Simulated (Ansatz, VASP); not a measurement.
# In: VASP beside Ansatz

INCAR

```
PREC = Accurate ; ENCUT = 520
EDIFF = 1E-7 ; ISMEAR = -1
SIGMA = 0.05 ; LREAL = F
LASPH = T ; NELM = 100
ALGO = Normal ; ISIF = 2
LWAVE = F ; LCHARG = F
GGA = PE ; NBANDS = 12
```

Contents of KPOINTS:

```
regular mesh
0
Gamma
  12 12 12
```

File POSCAR:

```
In
1.0
    2.8430408464      0.0000000000      0.0000000000
    0.0000000000      2.8430408464      0.0000000000
    0.0000000000      0.0000000000      2.8430408464
In
1
Direct
    0.0000000000      0.0000000000      0.0000000000
```

Input for Ansatz:

```yaml
crystal:
  lattice:
    - [2.8430408464, 0.0, 0.0]
    - [0.0, 2.8430408464, 0.0]
    - [0.0, 0.0, 2.8430408464]
  atoms:
    - { symbol: In, position: [0.0, 0.0, 0.0] }
kpoints:
  mp_grid: { grid: [12, 12, 12] }
scf:
  occupations: { method: fermi_dirac, width: 0.05 }
hamiltonian:
  xc: pbe
  pseudopotentials: { kind: paw }
output:
  forces: true
  stress: true
  eigenvalues: true
  populations: true
```

Change from the starting cell: volume scaled by 0.78, PAW files.

Alike in both runs: task single point; functional PBE; k mesh 12 × 12 × 12; occupations fermi-dirac, width 0.05 eV; no spin polarisation.

|  | VASP | Ansatz |
| --- | --- | --- |
| version | VASP 6.6.1 | Ansatz 0.2.0 |
| potentials or method | VASP PAW PBE potentials, release 64 (In_d) | PAW with Ansatz's default frozen-core files, scalar-relativistic |
| plane-wave cutoff (eV) | 520 | 420 |
| valence electrons in the cell | 13 | 13 |

|  | VASP | Ansatz | Ansatz less VASP |
| --- | --- | --- | --- |
| pressure (GPa) | 15.3 | 15.3 | 0.00 |

With one functional, cell and mesh, what is left measures potentials, basis and numerics.
